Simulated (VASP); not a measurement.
# AlNi (P4/mmm) in VASP: notebook

Runs on AlNi. Level: PBEsol. Tasks: single point.

Program: VASP 6.6.1. These are calculated values, not measurements. Logs are shortened: lines on timing, memory, paths and dates and some standing lists are left out, and cuts for length are marked.

### Step 1. The cell of the first run

Symmetry: P4/mmm, No. 123, tetragonal system. The conventional cell has a = 2.816 Å, b = 2.816 Å, c = 2.783 Å, α = 90.00°, β = 90.00°, γ = 90.00°. Al (site symmetry 4/mmm) has 8 Ni at 2.43 Å and 6 Al at 2.78 to 2.82 Å within 3.2 Å. Ni (site symmetry 4/mmm) has 8 Al at 2.43 Å and 6 Ni at 2.78 to 2.82 Å within 3.2 Å.

### Step 2. Single point, PBEsol (strain -0.015 along x and y, -0.030 along z)

The input, INCAR:

```
ALGO = Fast
EDIFF = 1E-6
ENCUT = 520
GGA = PS
ISIF = 2
ISMEAR = 0
LASPH = True
LCHARG = False
LREAL = False
LWAVE = False
NBANDS = 14
NELM = 60
PREC = Accurate
SIGMA = 0.15
```

The input, KPOINTS:

```
k-points
0
Gamma
  20 20 20
```

The input, POSCAR:

```
AlNi
1.0
    1.9910081658     -1.9910295415      0.0000000000
    1.9910081658      1.9910295415      0.0000000000
    0.0000000000      0.0000000000      2.7833265466
Al Ni
1 1
Direct
    0.0000000000      0.0000000000      0.0000000000
    0.5000000000      0.5000000000      0.5000000000
```

Potentials or basis: VASP PAW PBE potentials, release 64 (Al, Ni).

Started as:

```bash
> cat potpaw_PBE.64/Al/POTCAR potpaw_PBE.64/Ni/POTCAR > POTCAR
> mpirun -np 1 vasp_std > vasp.out
```

OUTCAR:

```text
EDIFF = 1E-6
   ENCUT = 520
   GGA = PS
   ISIF = 2
   ISMEAR = 0
   LASPH = True
   LREAL = False
   NELM = 60
   PREC = Accurate

 ion  position               nearest neighbor table
   1  0.000  0.000  0.000-   2 2.43   2 2.43   2 2.43   2 2.43   2 2.43   2 2.43   2 2.43   2 2.43

   2  0.500  0.500  0.500-   1 2.43   1 2.43   1 2.43   1 2.43   1 2.43   1 2.43   1 2.43   1 2.43

  LATTYP: Found a base centered orthorhombic cell.
 ALAT       =     3.9820163316
 B/A-ratio  =     1.0000107361
 C/A-ratio  =     0.6989741666

  Lattice vectors:

 A1 = (   1.9910081658,  -1.9910295415,   0.0000000000)
 A2 = (   1.9910081658,   1.9910295415,   0.0000000000)
 A3 = (   0.0000000000,   0.0000000000,   2.7833265466)

Analysis of symmetry for initial positions (statically):
=====================================================================
 Subroutine PRICEL returns:
 Original cell was already a primitive cell.

 Routine SETGRP: Setting up the symmetry group for a
 base centered orthorhombic supercell.

 Subroutine GETGRP returns: Found  8 space group operations
 (whereof  8 operations were pure point group operations)
 out of a pool of  8 trial point group operations.

The static configuration has the point symmetry D_2h.

Analysis of symmetry for dynamics (positions and initial velocities):
=====================================================================
 Subroutine PRICEL returns:
 Original cell was already a primitive cell.

 Routine SETGRP: Setting up the symmetry group for a
 base centered orthorhombic supercell.

 Subroutine GETGRP returns: Found  8 space group operations
 (whereof  8 operations were pure point group operations)
 out of a pool of  8 trial point group operations.

The dynamic configuration has the point symmetry D_2h.

 Subroutine INISYM returns: Found  8 space group operations
 (whereof  8 operations are pure point group operations),
 and found     1 'primitive' translations

----------------------------------------------------------------------------------------

                                     Primitive cell

  volume of cell :      22.0671

  direct lattice vectors                    reciprocal lattice vectors
     1.991008166 -1.991029542  0.000000000     0.251129055 -0.251126359  0.000000000
     1.991008166  1.991029542  0.000000000     0.251129055  0.251126359  0.000000000
     0.000000000  0.000000000  2.783326547     0.000000000  0.000000000  0.359282313

  length of vectors
     2.815725866  2.815725866  2.783326547     0.355148210  0.355148210  0.359282313

  position of ions in fractional coordinates (direct lattice)
     0.000000000  0.000000000  0.000000000
     0.500000000  0.500000000  0.500000000

  ion indices of the primitive-cell ions
   primitive index   ion index
                 1           1
                 2           2

----------------------------------------------------------------------------------------

 KPOINTS: k-points

Automatic generation of k-mesh.
 Grid dimensions read from file:
 generate k-points for:   20   20   20

 Generating k-lattice:

  Cartesian coordinates                     Fractional coordinates (reciprocal lattice)
     0.012556453 -0.012556318  0.000000000     0.050000000 -0.000000000  0.000000000
     0.012556453  0.012556318  0.000000000    -0.000000000  0.050000000  0.000000000
     0.000000000  0.000000000  0.017964116     0.000000000  0.000000000  0.050000000

  Length of vectors
     0.017757410  0.017757410  0.017964116

  Shift w.r.t. Gamma in fractional coordinates (k-lattice)
     0.000000000  0.000000000  0.000000000

 Subroutine IBZKPT returns following result:
 ===========================================

 Found   1221 irreducible k-points:

 Following reciprocal coordinates:
            Coordinates               Weight
  0.000000  0.000000  0.000000      1.000000
  0.050000  0.000000  0.000000      4.000000
  0.100000  0.000000  0.000000      4.000000
  0.150000  0.000000  0.000000      4.000000
  0.200000  0.000000  0.000000      4.000000
  0.250000  0.000000  0.000000      4.000000
[... 16 lines left out ...]
 -0.400000  0.050000  0.000000      4.000000
 -0.350000  0.050000  0.000000      4.000000
 [... further k-points ...]
   k-points           NKPTS =   1221   k-points in BZ     NKDIM =   1221   number of bands    NBANDS=     14
   number of dos      NEDOS =    301   number of ions     NIONS =      2
   total plane-waves  NPLWV =  13824
   dimension x,y,z NGX =    24 NGY =   24 NGZ =   24
   dimension x,y,z NGXF=    48 NGYF=   48 NGZF=   48
   ions per type =               1   1
   NGX,Y,Z   is equivalent  to a cutoff of  14.17, 14.17, 14.34 a.u.
   NGXF,Y,Z  is equivalent  to a cutoff of  28.34, 28.34, 28.67 a.u.
 SYSTEM =  unknown system
   PREC   = accura    normal or accurate (medium, high low for compatibility)
   ISTART =      0    job   : 0-new  1-cont  2-samecut
   ICHARG =      2    charge: 1-file 2-atom 10-const
   ISPIN  =      1    spin polarized calculation?
   LNONCOLLINEAR =      F non collinear calculations
   LSORBIT =      F    spin-orbit coupling
   LASPH  =      T    aspherical Exc in radial PAW
   ENCUT  =  520.0 eV  38.22 Ry    6.18 a.u.   5.24  5.24  5.18*2*pi/ulx,y,z
   NELM   =     60;   NELMIN=  2; NELMDL= -5     # of ELM steps
   EDIFF  = 0.1E-05   stopping-criterion for ELM
   LREAL  =      F    real-space projection
[... 7 lines left out ...]
   TEBEG  =    0.0;   TEEND  =   0.0 temperature during run
   PSTRESS=    0.0 pullay stress
   NELECT =      13.0000    total number of electrons
   NUPDOWN=      -1.0000    fix difference up-down
   EMIN   =  10.00;   EMAX   =-10.00  energy-range for DOS
   EFERMI =   0.00;   METHOD = LEGACY
   ISMEAR =     0;   SIGMA  =   0.15  broadening in eV -4-tet -1-fermi 0-gaus
   EFERMI_NEDOS =   21; number of points for ismear=-14 and -15
   IALGO  =     68    algorithm
   IMIX   =      4    mixing-type and parameters
     AMIX     =   0.40;   BMIX     =  1.00
     AMIX_MAG =   1.60;   BMIX_MAG =  1.00
  volume/ion in A,a.u.               =      11.03        74.46
  Fermi-wavevector in a.u.,A,eV,Ry     =   1.372380  2.593422 25.625570  1.883426
  Thomas-Fermi vector in A             =   2.497992
   LORBIT       =      0    0 simple, 1 ext, 2 COOP (PROOUT), +10 PAW based schemes
   GGA     = PS    functional components
   LHFCALC =     F    Hartree Fock is set to
   AEXX    =    0.0000 exact exchange contribution
   IVDW    =     0    specifies the selected vdW correction
   LEPSILON=     F    determine dielectric tensor
   LRPA    =     F    only Hartree local field effects (RPA)
 non-spin polarized calculation
 RMM-DIIS sequential band-by-band and
 Gauss-broadening in eV      SIGMA  =   0.15
  energy-cutoff  :      520.00
  volume of cell :       22.07
 maximum number of plane-waves:       624
 NGX is ok and might be reduce to    24
   NGX = 11   NGY = 11   NGZ = 11

 number of electron      12.9999988 magnetization

 Free energy of the ion-electron system (eV)
  ---------------------------------------------------
  ext. energy  EPLUGINS =         0.00000000
  ---------------------------------------------------
  free energy    TOTEN  =       -11.53960566 eV

  energy without entropy =      -11.53040222  energy(sigma->0) =      -11.53500394

 E-fermi :  10.9911     XC(G=0): -12.5619

 val. band max:       10.9890981320   @ k =   0.5000   0.3000   0.4500
 cond. band min:      10.9934020839   @ k =   0.3000   0.0000   0.3500
 fundamental gap:      0.0043039519
 Fermi energy:        10.9910563929

 k-point     1 :       0.0000    0.0000    0.0000
  band No.  band energies     occupation
      1      -0.7377      2.00000
      2       7.3440      2.00000
      3       7.3534      2.00000
      4       9.2542      2.00000
      5       9.2903      2.00000
      6       9.2903      2.00000
      7      16.6972      0.00000
      8      16.6973      0.00000
      9      17.1388      0.00000
     10      19.3574      0.00000
     11      19.4467      0.00000
     12      26.2236      0.00000
     13      32.6964      0.00000
     14      32.9427      0.00000

 k-point     2 :       0.0500    0.0000    0.0000
  band No.  band energies     occupation
      1      -0.6893      2.00000
      2       7.3429      2.00000
      3       7.3638      2.00000
      4       9.2315      2.00000
      5       9.2689      2.00000
      6       9.2927      2.00000
      7      16.1304      0.00000
      8      16.7619      0.00000
      9      17.2021      0.00000
     10      19.4193      0.00000
     11      19.9197      0.00000
     12      26.3730      0.00000
     13      32.0387      0.00000
     14      32.3452      0.00000

 k-point     3 :       0.1000    0.0000    0.0000
  band No.  band energies     occupation
      1      -0.5444      2.00000
      2       7.3295      2.00000
      3       7.3985      2.00000
      4       9.1670      2.00000
      5       9.2081      2.00000
      6       9.2995      2.00000
      7      15.0376      0.00000
      8      16.9525      0.00000
      9      17.3889      0.00000
     10      19.4189      0.00000
     11      20.9051      0.00000
     12      26.8366      0.00000
     13      30.8644      0.00000
     14      31.1956      0.00000
[... 324 lines left out ...]
 k-point    23 :      -0.4000    0.0500    0.0000
  band No.  band energies     occupation
      1       2.2634      2.00000
      2       5.3355      2.00000
      3       7.8338      2.00000
      4       8.5214      2.00000
      5       8.6095      2.00000
      6       9.3597      2.00000
      7      10.4406      2.00000
      8      18.8054      0.00000
      9      20.3236      0.00000
     10      20.5750      0.00000
     11      23.6194      0.00000
     12      24.3241      0.00000
     13      25.5552      0.00000
     14      27.9175      0.00000

 k-point    24 :      -0.3500    0.0500    0.0000
  band No.  band energies     occupation
      1       1.5999      2.00000
      2       6.0385      2.00000
      3       7.7698      2.00000
      4       8.5944      2.00000
      5       8.6837      2.00000
      6       9.3487      2.00000
      7      10.7150      1.99075
      8      18.4057      0.00000
      9      19.8767      0.00000
     10      20.1228      0.00000
     11      24.4994      0.00000
     12      24.9192      0.00000
     13      25.3276      0.00000
     14      28.4347      0.00000

 [... further k-points ...]
[... 5 lines left out ...]
  --------------------------------------------------------------------------------------
  -------------------------------------------------------------------------------------
  Total        1.6275448      1.6270815      1.7787001     -0.0000000      0.0000000      0.0000000
  in kB      118.1676603    118.1340216    129.1422698     -0.0000000      0.0000000      0.0000000
  external PRESSURE =     121.8146505 kB  Pullay stress =       0.0000000 kB

 VOLUME and BASIS-vectors are now :
 -----------------------------------------------------------------------------
  energy-cutoff  :      520.00
  volume of cell :       22.07
      direct lattice vectors                 reciprocal lattice vectors
     1.991008166 -1.991029542  0.000000000     0.251129055 -0.251126359  0.000000000
     1.991008166  1.991029542  0.000000000     0.251129055  0.251126359  0.000000000
     0.000000000  0.000000000  2.783326547     0.000000000  0.000000000  0.359282313

 POSITION                                       TOTAL-FORCE (eV/Angst)
 -----------------------------------------------------------------------------------
      0.00000      0.00000      0.00000        -0.000000      0.000000      0.000000
      1.99101      0.00000      1.39166         0.000000      0.000000      0.000000
 -----------------------------------------------------------------------------------
    total drift:                                0.000000     -0.000000     -0.000000

  FREE ENERGIE OF THE ION-ELECTRON SYSTEM (eV)
  ---------------------------------------------------
  free  energy   TOTEN  =       -11.5396056594 eV

  energy  without entropy=      -11.5304022165  energy(sigma->0) =      -11.53500394
```

It took 3.7 min on 1 thread of AMD EPYC 9R45 (Zen 5), shared host; peak memory 0.45 GiB.

What came out:

```yaml
Free_energy: -11.5396 eV
Pressure: 12.2 GPa
Band_gap_on_the_k_mesh: zero (an odd number of electrons rules out a gap without spin polarisation)
```

Stress tensor (GPa, compression positive):
```
11.82  0.00  0.00
 0.00 11.81  0.00
 0.00  0.00 12.91
```

Levels at points of the mesh, in eV from the Fermi level:
| k point | band 3 | band 4 | band 5 | band 6 | band 7 | band 8 | band 9 | band 10 | band 11 | band 12 |
| --- | --- | --- | --- | --- | --- | --- | --- | --- | --- | --- |
| (0.00, 0.00, 0.00) | -3.64 | -1.74 | -1.70 | -1.70 | 5.71 | 5.71 | 6.15 | 8.37 | 8.46 | 15.23 |
| (0.50, 0.00, 0.00) | -3.11 | -2.52 | -2.45 | -1.60 | -0.72 | 8.38 | 10.24 | 10.65 | 11.56 | 11.93 |
| (0.50, 0.50, 0.00) | -3.16 | -3.16 | -2.28 | -2.28 | -1.14 | 1.54 | 2.82 | 13.41 | 15.96 | 15.96 |
| (0.00, 0.00, 0.50) | -3.08 | -2.52 | -2.52 | -1.63 | -0.63 | 8.39 | 10.29 | 10.29 | 11.69 | 11.69 |
| (0.50, 0.00, 0.50) | -3.10 | -3.04 | -2.35 | -2.33 | -1.11 | 1.65 | 2.94 | 13.11 | 15.63 | 15.76 |
| (0.50, 0.50, 0.50) | -4.51 | -1.10 | -1.07 | 1.91 | 1.91 | 1.93 | 4.47 | 4.75 | 4.88 | 4.88 |

Caveat: the cell differs from its parent crystal (strain -0.015 along x and y, -0.030 along z); the cell stands under pressure; the PAW data sets were made with another functional, which shifts forces and pressure a little.

(Continued in part 2 of 2.)
